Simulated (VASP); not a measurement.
# SnH5 (F-43m) in VASP: a series of runs

SnH5 is run at these levels: PBE; tasks: single point.

Program: VASP 6.6.1. These are calculated values, not measurements. Logs are shortened: lines on timing, memory, paths and dates and some standing lists are left out, and cuts for length are marked.

## Step 1: The cell of the first run

Symmetry: F-43m, No. 216, cubic system. Conventional cell: a = 5.509 Å, b = 5.509 Å, c = 5.509 Å, α = 90.00°, β = 90.00°, γ = 90.00°. Sn (site symmetry -43m) has 16 H at 2.36 to 2.39 Å within 3.1 Å. Within 3.0 Å of H (site symmetry -43m) lie 12 H at 2.25 Å and 4 Sn at 2.39 Å. H (site symmetry 3m) has 3 H at 1.43 Å within 1.9 Å.

## Step 2: Single point, PBE

INCAR

```
SYSTEM = SnH5
ALGO = Normal
EDIFF = 1E-6
ENCUT = 520
GGA = PE
ISIF = 2
ISMEAR = 0
LASPH = .True.
LCHARG = .False.
LREAL = .False.
LWAVE = .False.
NBANDS = 18
NELM = 60
PREC = Accurate
SIGMA = 0.1
```

KPOINTS

```
k-points
0
Gamma
  4 4 4
  0 0 0
```

POSCAR

```
SnH5
1.0
    0.0000000000      2.7543560192      2.7543560192
    2.7543560192      0.0000000000      2.7543560192
    2.7543560192      2.7543560192      0.0000000000
Sn H
1 5
Direct
    0.0000000000      0.0000000000      0.0000000000
    0.7500000000      0.7500000000      0.7500000000
    0.4080881007      0.4080881007      0.7757356979
    0.4080881007      0.7757356979      0.4080881007
    0.7757356979      0.4080881007      0.4080881007
    0.4080881007      0.4080881007      0.4080881007
```

Potentials or basis: VASP PAW PBE potentials, release 64 (Sn_d, H).

On the command line:

```bash
$ cat potpaw_PBE.64/Sn_d/POTCAR potpaw_PBE.64/H/POTCAR > POTCAR
$ mpirun -np 1 vasp_std > vasp.out
```

OUTCAR:

```text
SYSTEM = SnH5
   EDIFF = 1E-6
   ENCUT = 520
   GGA = PE
   ISIF = 2
   ISMEAR = 0
   LASPH = .True.
   LREAL = .False.
   NELM = 60
   PREC = Accurate

 ion  position               nearest neighbor table
   1  0.000  0.000  0.000-
   2  0.750  0.750  0.750-
   3  0.408  0.408  0.776-
   4  0.408  0.776  0.408-
   5  0.776  0.408  0.408-
   6  0.408  0.408  0.408-

  LATTYP: Found a face centered cubic cell.
 ALAT       =     5.5087120384

  Lattice vectors:

 A1 = (   0.0000000000,   2.7543560192,   2.7543560192)
 A2 = (   2.7543560192,   0.0000000000,   2.7543560192)
 A3 = (   2.7543560192,   2.7543560192,   0.0000000000)

Analysis of symmetry for initial positions (statically):
=====================================================================
 Subroutine PRICEL returns:
 Original cell was already a primitive cell.

 Routine SETGRP: Setting up the symmetry group for a
 face centered cubic supercell.

 Subroutine GETGRP returns: Found 24 space group operations
 (whereof 24 operations were pure point group operations)
 out of a pool of 48 trial point group operations.

The static configuration has the point symmetry T_d .

Analysis of symmetry for dynamics (positions and initial velocities):
=====================================================================
 Subroutine PRICEL returns:
 Original cell was already a primitive cell.

 Routine SETGRP: Setting up the symmetry group for a
 face centered cubic supercell.

 Subroutine GETGRP returns: Found 24 space group operations
 (whereof 24 operations were pure point group operations)
 out of a pool of 48 trial point group operations.

The dynamic configuration has the point symmetry T_d .

 Subroutine INISYM returns: Found 24 space group operations
 (whereof 24 operations are pure point group operations),
 and found     1 'primitive' translations

----------------------------------------------------------------------------------------

                                     Primitive cell

  volume of cell :      41.7917

  direct lattice vectors                    reciprocal lattice vectors
     0.000000000  2.754356019  2.754356019    -0.181530636  0.181530636  0.181530636
[... 76 lines left out ...]
   NELM   =     60;   NELMIN=  2; NELMDL= -5     # of ELM steps
   EDIFF  = 0.1E-05   stopping-criterion for ELM
   LREAL  =      F    real-space projection
   EDIFFG = 0.1E-04   stopping-criterion for IOM
   NSW    =      0    number of steps for IOM
   IBRION =     -1    ionic relax: 0-MD 1-quasi-New 2-CG
   NFREE  =      0    steps in history (QN), initial steepest desc. (CG)
   ISIF   =      2    stress and relaxation
   ISYM   =      2    0-nonsym 1-usesym 2-fastsym
   POTIM  = 0.5000    time-step for ionic-motion
   TEBEG  =    0.0;   TEEND  =   0.0 temperature during run
   PSTRESS=    0.0 pullay stress
   NELECT =      19.0000    total number of electrons
   NUPDOWN=      -1.0000    fix difference up-down
   EMIN   =  10.00;   EMAX   =-10.00  energy-range for DOS
   EFERMI =   0.00;   METHOD = LEGACY
   ISMEAR =     0;   SIGMA  =   0.10  broadening in eV -4-tet -1-fermi 0-gaus
   EFERMI_NEDOS =   21; number of points for ismear=-14 and -15
   IALGO  =     38    algorithm
   IMIX   =      4    mixing-type and parameters
     AMIX     =   0.40;   BMIX     =  1.00
     AMIX_MAG =   1.60;   BMIX_MAG =  1.00
  volume/ion in A,a.u.               =       6.97        47.00
  Fermi-wavevector in a.u.,A,eV,Ry     =   1.258817  2.378819 21.560070  1.584620
  Thomas-Fermi vector in A             =   2.392408
   LORBIT       =      0    0 simple, 1 ext, 2 COOP (PROOUT), +10 PAW based schemes
   GGA     = PE    functional components
   LHFCALC =     F    Hartree Fock is set to
   AEXX    =    0.0000 exact exchange contribution
   IVDW    =     0    specifies the selected vdW correction
   LEPSILON=     F    determine dielectric tensor
   LRPA    =     F    only Hartree local field effects (RPA)
 non-spin polarized calculation
 Gauss-broadening in eV      SIGMA  =   0.10
  energy-cutoff  :      520.00
  volume of cell :       41.79
 maximum number of plane-waves:      1158
 NGX is ok and might be reduce to    30
   NGX = 15   NGY = 15   NGZ = 15

 number of electron      18.9999999 magnetization

 Free energy of the ion-electron system (eV)
  ---------------------------------------------------
  ext. energy  EPLUGINS =         0.00000000
  ---------------------------------------------------
  free energy    TOTEN  =       -14.93993289 eV

  energy without entropy =      -14.92891817  energy(sigma->0) =      -14.93442553

 E-fermi :   5.5088     XC(G=0): -10.6802

 val. band max:        5.3854192293   @ k =   0.2500   0.2500   0.0000
 cond. band min:       5.5353336674   @ k =  -0.2500   0.2500   0.0000
 fundamental gap:      0.1499144380
 Fermi energy:         5.5087710334

 k-point     1 :       0.0000    0.0000    0.0000
  band No.  band energies     occupation
      1     -15.4343      2.00000
      2     -15.4343      2.00000
      3     -15.4332      2.00000
      4     -15.4332      2.00000
      5     -15.4332      2.00000
      6      -7.2547      2.00000
[... 145 lines left out ...]
      5     -15.3819      2.00000
      6      -3.2181      2.00000
[... 10 lines left out ...]
     17      19.9624      0.00000
     18      20.8644      0.00000

------------------------ aborting loop because EDIFF is reached ----------------------------------------

  FORCE on cell =-STRESS in cart. coord.  units (eV):
  Direction    XX          YY          ZZ          XY          YZ          ZX
  --------------------------------------------------------------------------------------
  -------------------------------------------------------------------------------------
  Total       -0.1291829     -0.1291829     -0.1291829     -0.0000000      0.0000000     -0.0000000
  in kB       -4.9525086     -4.9525086     -4.9525086     -0.0000000      0.0000000     -0.0000000
  external PRESSURE =      -4.9525086 kB  Pullay stress =       0.0000000 kB

 VOLUME and BASIS-vectors are now :
 -----------------------------------------------------------------------------
  energy-cutoff  :      520.00
  volume of cell :       41.79
      direct lattice vectors                 reciprocal lattice vectors
     0.000000000  2.754356019  2.754356019    -0.181530636  0.181530636  0.181530636
     2.754356019  0.000000000  2.754356019     0.181530636 -0.181530636  0.181530636
     2.754356019  2.754356019  0.000000000     0.181530636  0.181530636 -0.181530636

 POSITION                                       TOTAL-FORCE (eV/Angst)
 -----------------------------------------------------------------------------------
      0.00000      0.00000      0.00000        -0.000000     -0.000000     -0.000000
      4.13153      4.13153      4.13153        -0.000000     -0.000000     -0.000000
      3.26067      3.26067      2.24804         0.004154      0.004154     -0.004154
      3.26067      2.24804      3.26067         0.004154     -0.004154      0.004154
      2.24804      3.26067      3.26067        -0.004154      0.004154      0.004154
      2.24804      2.24804      2.24804        -0.004154     -0.004154     -0.004154
 -----------------------------------------------------------------------------------
    total drift:                               -0.000000     -0.000000      0.000000

  FREE ENERGIE OF THE ION-ELECTRON SYSTEM (eV)
  ---------------------------------------------------
  free  energy   TOTEN  =       -14.9399328911 eV

  energy  without entropy=      -14.9289181655  energy(sigma->0) =      -14.93442553
```

OSZICAR:

```text
N       E                     dE             d eps       ncg     rms          rms(c)
DAV:   1     0.112653891627E+03    0.11265E+03   -0.84971E+03   296   0.137E+03
DAV:   2    -0.459419608329E+01   -0.11725E+03   -0.11221E+03   296   0.361E+02
DAV:   3    -0.150537750645E+02   -0.10460E+02   -0.10366E+02   364   0.839E+01
DAV:   4    -0.152992136264E+02   -0.24544E+00   -0.24520E+00   332   0.127E+01
DAV:   5    -0.153051056749E+02   -0.58920E-02   -0.58918E-02   382   0.203E+00    0.326E+00
DAV:   6    -0.149901382454E+02    0.31497E+00   -0.38543E-01   392   0.586E+00    0.154E+00
DAV:   7    -0.149403712997E+02    0.49767E-01   -0.17310E-01   380   0.258E+00    0.352E-01
DAV:   8    -0.149399255640E+02    0.44574E-03   -0.14517E-02   364   0.121E+00    0.107E-01
DAV:   9    -0.149399155407E+02    0.10023E-04   -0.28657E-04   338   0.136E-01    0.570E-02
DAV:  10    -0.149399330005E+02   -0.17460E-04   -0.81538E-05   328   0.614E-02    0.114E-02
DAV:  11    -0.149399328911E+02    0.10944E-06   -0.42462E-06   348   0.156E-02
   1 F= -.14939933E+02 E0= -.14934426E+02  d E =-.110147E-01
```

Wall time 7.4 s (1 thread of Intel Xeon Platinum 8259CL at 2.50GHz (Skylake/Cascade Lake), shared host); peak memory 0.16 GiB.

Results:

- Free energy: -14.9399 eV
- Pressure: -0.5 GPa
- Largest force: 0.007 eV/Å

Forces on the atoms (eV/Å):
```
Sn   0.000  0.000  0.000
H    0.000  0.000  0.000
H    0.004  0.004 -0.004
H    0.004 -0.004  0.004
H   -0.004  0.004  0.004
H   -0.004 -0.004 -0.004
```

Levels at points of the mesh, in eV from the Fermi level:
| k point | band 7 | band 8 | band 9 | band 10 | band 11 | band 12 |
| --- | --- | --- | --- | --- | --- | --- |
| (0.00, 0.00, 0.00) | -1.93 | 0.37 | 0.37 | 0.37 | 2.20 | 5.36 |
| (0.50, 0.00, 0.00) | -8.21 | -1.27 | 0.39 | 0.39 | 2.18 | 2.83 |
| (0.50, 0.50, 0.00) | -6.41 | -4.26 | -2.28 | -2.28 | -0.96 | 8.05 |

Caveat: the k points lie up to 0.49 Å⁻¹ apart; spin-orbit coupling is left out, which moves the levels of the heavy elements.

## Step 3: Single point, PBE

This run uses another cell than the first one, of 12.48 Å³/atom, 1.792 times its volume.

INCAR

```
SYSTEM = SnH5
PREC = Accurate
ENCUT = 520
EDIFF = 1E-6
ISMEAR = 0
SIGMA = 0.1
LREAL = .False.
LASPH = .True.
NELM = 80
ALGO = Normal
ISIF = 2
LWAVE = .False.
LCHARG = .False.
GGA = PE
NBANDS = 18
```

KPOINTS

```
regular mesh
0
Gamma
  4 4 4
  0 0 0
```

POSCAR

```
SnH5
1.0
    0.0000000000      3.3456449000      3.3456449000
    3.3456449000      0.0000000000      3.3456449000
    3.3456449000      3.3456449000      0.0000000000
Sn H
1 5
Direct
    0.0000000000      0.0000000000      0.0000000000
    0.7500000000      0.7500000000      0.7500000000
    0.3750000000      0.3750000000      0.8750000000
    0.3750000000      0.8750000000      0.3750000000
    0.8750000000      0.3750000000      0.3750000000
    0.3750000000      0.3750000000      0.3750000000
```

Potentials or basis: VASP PAW PBE potentials, release 64 (Sn_d, H).

On the command line:

```bash
$ cat potpaw_PBE.64/Sn_d/POTCAR potpaw_PBE.64/H/POTCAR > POTCAR
$ mpirun -np 1 vasp_std > vasp.out
```

OUTCAR:

```text
SYSTEM = SnH5
   PREC = Accurate
   ENCUT = 520
   EDIFF = 1E-6
   ISMEAR = 0
   LREAL = .False.
   LASPH = .True.
   NELM = 80
   ISIF = 2
   GGA = PE

 ion  position               nearest neighbor table
   1  0.000  0.000  0.000-
   2  0.750  0.750  0.750-
   3  0.375  0.375  0.875-
   4  0.375  0.875  0.375-
   5  0.875  0.375  0.375-
   6  0.375  0.375  0.375-

  LATTYP: Found a face centered cubic cell.
 ALAT       =     6.6912898000

  Lattice vectors:

 A1 = (   0.0000000000,   3.3456449000,   3.3456449000)
 A2 = (   3.3456449000,   0.0000000000,   3.3456449000)
 A3 = (   3.3456449000,   3.3456449000,   0.0000000000)

Analysis of symmetry for initial positions (statically):
=====================================================================
 Subroutine PRICEL returns:
 Original cell was already a primitive cell.

 Routine SETGRP: Setting up the symmetry group for a
[... 158 lines left out ...]

 E-fermi :   0.5595     XC(G=0):  -8.4286

 val. band max:        0.2490481112   @ k =   0.2500   0.2500   0.0000
 cond. band min:       0.5934828298   @ k =  -0.2500   0.2500   0.0000
 fundamental gap:      0.3444347186
 Fermi energy:         0.5594689477

 k-point     1 :       0.0000    0.0000    0.0000
  band No.  band energies     occupation
      1     -20.5815      2.00000
      2     -20.5815      2.00000
      3     -20.5815      2.00000
      4     -20.5811      2.00000
      5     -20.5811      2.00000
      6      -7.5163      2.00000
[... 145 lines left out ...]
      5     -20.5767      2.00000
      6      -5.1298      2.00000
[... 10 lines left out ...]
     17      11.6367      0.00000
     18      12.5111      0.00000

------------------------ aborting loop because EDIFF is reached ----------------------------------------

  FORCE on cell =-STRESS in cart. coord.  units (eV):
  Direction    XX          YY          ZZ          XY          YZ          ZX
  --------------------------------------------------------------------------------------
  -------------------------------------------------------------------------------------
  Total       -6.0231519     -6.0231519     -6.0231519      0.0000000      0.0000000     -0.0000000
  in kB     -128.8441989   -128.8441989   -128.8441989      0.0000000      0.0000000     -0.0000000
  external PRESSURE =    -128.8441989 kB  Pullay stress =       0.0000000 kB

 VOLUME and BASIS-vectors are now :
 -----------------------------------------------------------------------------
  energy-cutoff  :      520.00
  volume of cell :       74.90
      direct lattice vectors                 reciprocal lattice vectors
     0.000000000  3.345644900  3.345644900    -0.149448018  0.149448018  0.149448018
     3.345644900  0.000000000  3.345644900     0.149448018 -0.149448018  0.149448018
     3.345644900  3.345644900  0.000000000     0.149448018  0.149448018 -0.149448018

 POSITION                                       TOTAL-FORCE (eV/Angst)
 -----------------------------------------------------------------------------------
      0.00000      0.00000      0.00000        -0.000000     -0.000000     -0.000000
      5.01847      5.01847      5.01847        -0.000000     -0.000000     -0.000000
      4.18206      4.18206      2.50923         0.007082      0.007082     -0.007082
      4.18206      2.50923      4.18206         0.007082     -0.007082      0.007082
      2.50923      4.18206      4.18206        -0.007082      0.007082      0.007082
      2.50923      2.50923      2.50923        -0.007082     -0.007082     -0.007082
 -----------------------------------------------------------------------------------
    total drift:                               -0.000000     -0.000000     -0.000000

  FREE ENERGIE OF THE ION-ELECTRON SYSTEM (eV)
  ---------------------------------------------------
  free  energy   TOTEN  =       -12.2984062165 eV

  energy  without entropy=      -12.2878511022  energy(sigma->0) =      -12.29312866
```

OSZICAR:

```text
N       E                     dE             d eps       ncg     rms          rms(c)
DAV:   1     0.962440880965E+02    0.96244E+02   -0.85096E+03   296   0.109E+03
DAV:   2    -0.282954411515E+01   -0.99074E+02   -0.96425E+02   304   0.282E+02
DAV:   3    -0.123840758714E+02   -0.95545E+01   -0.93381E+01   346   0.782E+01
DAV:   4    -0.126567068320E+02   -0.27263E+00   -0.27182E+00   358   0.132E+01
DAV:   5    -0.126648108059E+02   -0.81040E-02   -0.81031E-02   366   0.235E+00    0.255E+00
DAV:   6    -0.123359994098E+02    0.32881E+00   -0.62983E-01   340   0.447E+00    0.975E-01
DAV:   7    -0.122991019327E+02    0.36897E-01   -0.16175E-01   332   0.166E+00    0.429E-01
DAV:   8    -0.122975587722E+02    0.15432E-02   -0.26448E-02   346   0.838E-01    0.231E-01
DAV:   9    -0.122983751610E+02   -0.81639E-03   -0.37757E-03   346   0.615E-01    0.736E-02
DAV:  10    -0.122984052737E+02   -0.30113E-04   -0.20638E-04   374   0.813E-02    0.215E-02
DAV:  11    -0.122984053968E+02   -0.12309E-06   -0.41607E-05   364   0.659E-02    0.657E-03
DAV:  12    -0.122984064449E+02   -0.10481E-05   -0.42140E-06   344   0.193E-02    0.251E-03
DAV:  13    -0.122984062165E+02    0.22841E-06   -0.54279E-07   190   0.491E-03
   1 F= -.12298406E+02 E0= -.12293129E+02  d E =-.105551E-01
```

stdout:

```text
POSCAR found type information on POSCAR SnH
 POSCAR found :  2 types and       6 ions
 scaLAPACK will be used
 LDA part: xc-table for (Slater+PW92), standard interpolation
 POSCAR, INCAR and KPOINTS ok, starting setup
 FFT: planning ... GRIDC
 FFT: planning ... GRID_SOFT
 FFT: planning ... GRID
 WAVECAR not read
 entering main loop
```

Wall time 11 s (1 thread of Intel Xeon Platinum 8259CL at 2.50GHz (Skylake/Cascade Lake), shared host); peak memory 0.2 GiB.

What came out:

| Property | Result |
| --- | --- |
| Free energy | -12.2984 eV |
| Pressure | -12.9 GPa |

Caveat: the k points lie up to 0.41 Å⁻¹ apart; spin-orbit coupling is left out, which moves the levels of the heavy elements.

## Step 4: Single point, PBE

This run uses another cell than the first one, of 6.82 Å³/atom, 0.979 times its volume.

INCAR: that of step 3 with these lines changed.

```diff
@@ -12,4 +12,6 @@
 LWAVE = .False.
-LCHARG = .False.
+LCHARG = .True.
 GGA = PE
+LELF = .True.
+LVHAR = .True.
 NBANDS = 18
```

KPOINTS

```
regular mesh
0
Gamma
  6 6 6
  0 0 0
```

POSCAR

```
SnH5
1.0
    0.0000000000      2.7354005721      2.7354005721
    2.7354005721      0.0000000000      2.7354005721
    2.7354005721      2.7354005721      0.0000000000
Sn H
1 5
Direct
    0.0000000000      0.0000000000      0.0000000000
    0.2500000000      0.2500000000      0.2500000000
    0.5966415589      0.5966415589      0.5966415589
    0.2100753234      0.5966415589      0.5966415589
    0.5966415589      0.5966415589      0.2100753234
    0.5966415589      0.2100753234      0.5966415589
```

On the command line:

```bash
$ cat potpaw_PBE.64/Sn_d/POTCAR potpaw_PBE.64/H/POTCAR > POTCAR
$ mpirun -np 1 vasp_std > vasp.out
```

Run time: 13 s. Hardware: 1 thread of Intel Xeon Platinum 8259CL at 2.50GHz (Skylake/Cascade Lake), shared host; peak memory 0.16 GiB.

The run converged. Its results:

* Free energy: -14.8900 eV
* Pressure: -0.2 GPa
* Largest force: 0.004 eV/Å

Forces in eV/Å, atoms in the order of the input:
```
Sn   0.000  0.000  0.000
H    0.000  0.000  0.000
H   -0.003 -0.003 -0.003
H   -0.003  0.003  0.003
H    0.003  0.003 -0.003
H    0.003 -0.003  0.003
```

Levels at points of the mesh, in eV from the Fermi level:
```csv
k point,band 5,band 6,band 7,band 8,band 9,band 10,band 11,band 12,band 13,band 14
"(0.00, 0.00, 0.00)",-21.27,-13.02,-1.55,0.18,0.18,0.18,2.00,5.04,5.04,5.04
"(0.50, 0.00, 0.00)",-21.24,-9.86,-8.62,-1.39,0.14,0.14,1.91,2.62,2.62,8.12
"(0.50, 0.50, 0.00)",-21.22,-8.90,-6.90,-4.25,-2.59,-2.59,-1.48,7.95,7.95,11.14
```

Caveat: spin-orbit coupling is left out, which moves the levels of the heavy elements.

## Step 5: Summary

```csv
cell,k mesh,gap on the mesh (eV),pressure (GPa)
"a = 3.895 Å, angles 60.0°, 6 atoms",4 × 4 × 4,none,-0.5
"a = 4.731 Å, angles 60.0°, 6 atoms",4 × 4 × 4,none,-12.9
"a = 3.868 Å, angles 60.0°, 6 atoms",6 × 6 × 6,none,-0.2
```

Alike in all rows: task single point; level PBE; potentials or basis VASP PAW PBE potentials, release 64 (Sn_d, H); no spin polarisation; cutoff (eV) 520; smearing gaussian 0.1 eV.

Caveats: some runs use coarse meshes; spin-orbit coupling is left out, which moves the levels of the heavy elements.

Total energies depend on the potentials used, so only differences within one code and one set of settings carry meaning.
